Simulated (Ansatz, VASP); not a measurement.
One calculation of RbBr, two programs

```
Rb Br
1.0
     4.08095    0.00000    0.00000
     0.00000    4.08095    0.00000
     0.00000    0.00000    4.19290
Rb Br
1 1
Direct
  0.95371 0.00000 0.00000
  0.54951 0.50000 0.50000
```

Change from the starting cell: mode 4 frozen in at -0.208 Å, equal normal strain along x and y -0.0267.

Alike in both runs: task single point; functional PBE; k mesh 6 × 6 × 6; occupations gaussian, width 0.05 eV; no spin polarisation.

```csv
,VASP,Ansatz
version,VASP 6.6.1,Ansatz 0.2.0
potentials or method,"VASP PAW PBE potentials, release 64 (Rb_sv, Br), cutoff 520 eV","scalar-relativistic, plane waves, PAW"
valence electrons in the cell,16,16
```

Ansatz gave:

```
gap on the k mesh at the Fermi level (eV)                     : 4.08
least direct gap on the mesh (eV)                             : 4.23
pressure (GPa)                                                : 1.7
traceless stress, the component that is largest in VASP (GPa) : 0.39
rms of the force components (eV/Å)                            : 0.194
```

Estimate VASP's values.

gap on the k mesh at the Fermi level (eV): 4.08; least direct gap on the mesh (eV): 4.23; pressure (GPa): 1.7; traceless stress, the component that is largest in VASP (GPa): 0.40; rms of the force components (eV/Å): 0.196.

Atom by atom the forces differ by 0.002 eV/Å (rms over components).
